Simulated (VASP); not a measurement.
Set up this calculation in VASP 6.6.1, as the native input.

```
Task                   : relaxation of cell and atoms
Functional             : PBEsol
Potentials or basis    : VASP PAW PBE potentials, release 64 (Sb)
Cutoff                 : 600 eV
k mesh                 : 8 × 8 × 8
Occupations            : fermi-dirac, width 0.05 eV
Spin                   : no spin polarisation
Target pressure        : 20 GPa
Dipole correction      : no
Further INCAR settings : ALGO = Normal; EDIFF = 1e-06; IBRION = 2; EDIFFG = -0.01; NSW = 60; ISIF = 3
```

The structure of Sb lies in POSCAR:

```
Sb
1.0
    3.1600000000      0.0000000000      0.0000000000
    0.0000000000      3.1600000000      0.0000000000
    0.0000000000      0.0000000000      3.1600000000
Sb
1
Direct
    0.0000000000      0.0000000000      0.0000000000
```

These files were run (other wordings do the same):

INCAR

```
SYSTEM = Sb
PREC = Accurate
ENCUT = 600
EDIFF = 1E-6
ISMEAR = -1
SIGMA = 0.05
LREAL = .False.
LASPH = .True.
NELM = 80
ALGO = Normal
ISIF = 3
LWAVE = .False.
LCHARG = .False.
GGA = PS
IBRION = 2
NSW = 60
EDIFFG = -0.01
PSTRESS = 200.0
```

KPOINTS

```
Automatic mesh
0
Gamma
  8 8 8
  0 0 0
```

Potentials or basis: VASP PAW PBE potentials, release 64 (Sb).

Command:

```console
$ cat potpaw_PBE.64/Sb/POTCAR > POTCAR
$ mpirun -np 1 vasp_std > vasp.out
```

It gave:

```
Relaxed volume                                         : 23.52 Å³/atom
Relaxed cell                                           : a = 2.865 Å, b = 2.865 Å, c = 2.865 Å, α = 90.00°, β = 90.00°, γ = 90.00°
Space group after relaxing (to 0.05 Å)                 : Pm-3m (No. 221)
Energy change on relaxing (the enthalpy is what falls) : +241.2 meV/atom
Ionic steps                                            : 5
Pressure after relaxing                                : 20.0 GPa
```

Caveat: the cell is relaxed towards a set pressure, so the enthalpy falls and the energy may rise; the volume moved by over 15 % at a fixed basis, so the end points are rough; the PAW data sets were made with another functional, which shifts forces and pressure a little.

Wall time 45 s on 1 thread of Intel Xeon 8259CL, on a shared host, peak memory 0.17 GiB.
